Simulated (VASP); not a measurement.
## ZnS: single point with PBEsol-based global hybrid with 25 % exact exchange

**Measured values to compare with.**

From “Electronic, vibrational, and thermodynamic properties of ZnS (zincblende and rocksalt structure)”, 2009, arxiv:0911.5022, for a bulk crystal of ZnS at 19 K: band gap 3.85 eV (direct).

The system is ZnS.

```xyz
2
Lattice="0.0000 2.6839 2.6839 2.6839 0.0000 2.6839 2.6839 2.6839 0.0000" Properties=species:S:1:pos:R:3 pbc="T T T"
Zn    4.0258    4.0258    4.0258
S     0.0000    0.0000    0.0000
```

- Program: VASP 6.6.1
- Task: single point
- Functional: PBEsol-based global hybrid with 25 % exact exchange
- Potentials or basis: VASP PAW PBE potentials, release 64 (Zn, S)
- Cutoff: 520 eV
- k mesh: 5 × 5 × 5
- Occupations: fermi-dirac, width 0.05 eV
- Spin: no spin polarisation
- Dipole correction: no
- Grid for exact exchange (PRECFOCK): Normal
- Share of exact exchange: 0.25
- Further INCAR settings: ALGO = Normal; EDIFF = 1e-06; NBANDS = 16

```yaml
Pressure: -0.3 GPa
Band_gap_on_the_k_mesh: 4.00 eV
```

Levels at points of the mesh, in eV from the valence-band top:
```
           k point  band 5  band 6  band 7  band 8  band 9  band 10  band 11  band 12  band 13  band 14
(0.00, 0.00, 0.00)   -7.54   -7.54    0.00    0.00    0.00     4.00     8.34     8.34     8.34    13.98
```

Run time: 21 min on 1 thread of Intel(R) Xeon(R) Platinum 8259CL CPU @ 2.50GHz (Skylake/Cascade Lake), with other jobs on the host, peak memory 0.16 GiB.

Measured gap of ZnS: 3.85 eV (direct; 19 K; quoted in “Electronic, vibrational, and thermodynamic properties of ZnS (zincblende and rocksalt structure)”, 2009, arxiv:0911.5022). This calculation gives 4.00 eV (+0.15 eV). The value is that of PBEsol-based global hybrid with 25 % exact exchange, without temperature or zero-point motion.

Caveat: the PAW data sets were made with another functional, which shifts forces and pressure a little.
